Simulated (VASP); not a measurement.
Input of a VASP 6.6.1 run:

The input INCAR:

```
PREC = Accurate
ENCUT = 520
EDIFF = 1E-7
ISMEAR = 0
SIGMA = 0.02
LREAL = F
LASPH = T
NELM = 60
ALGO = Normal
ISIF = 2
LWAVE = F
LCHARG = F
GGA = PE
NBANDS = 35
```

File KPOINTS:

```
regular mesh
0
Gamma
  12 12 2
```

Contents of POSCAR:

```
Te2Mo
1.0
    3.6989298689      0.0000000000      0.0000000000
   -1.8494649344      3.2033672333      0.0000000000
    0.0000000000      0.0000000000     14.9513869575
Te Mo
4 2
Direct
    0.3333333333      0.6666666667      0.6323675541
    0.6666666667      0.3333333333      0.1323675541
    0.6666666667      0.3333333333      0.3676324459
    0.3333333333      0.6666666667      0.8676324459
    0.3333333333      0.6666666667      0.2500000000
    0.6666666667      0.3333333333      0.7500000000
```

Potentials or basis: VASP PAW PBE potentials, release 64 (Te, Mo_sv).

Launch:

```sh
$ cat potpaw_PBE.64/Te/POTCAR potpaw_PBE.64/Mo_sv/POTCAR > POTCAR
$ mpirun -np 1 vasp_std > vasp.out
```

Q: Estimate the largest force.

A: 0.015 eV/Å.

Q: What does it give for the band gap on the k mesh?

A: 0.50 eV (least direct gap 0.77 eV).

Q: What does it give for the pressure?

A: -3.1 GPa.

Forces in eV/Å, atoms in the order of the input:
```
Te   0.000  0.000 -0.015
Te   0.000  0.000 -0.015
Te   0.000  0.000  0.015
Te   0.000  0.000  0.015
Mo   0.000  0.000  0.000
Mo   0.000  0.000  0.000
```

Caveat: the cell stands under tension; spin-orbit coupling is left out, which moves the levels of the heavy elements; this functional lacks dispersion, which binds layers or chains, so the pressure and a relaxed spacing across them are unreliable. A k mesh can miss the band edges.
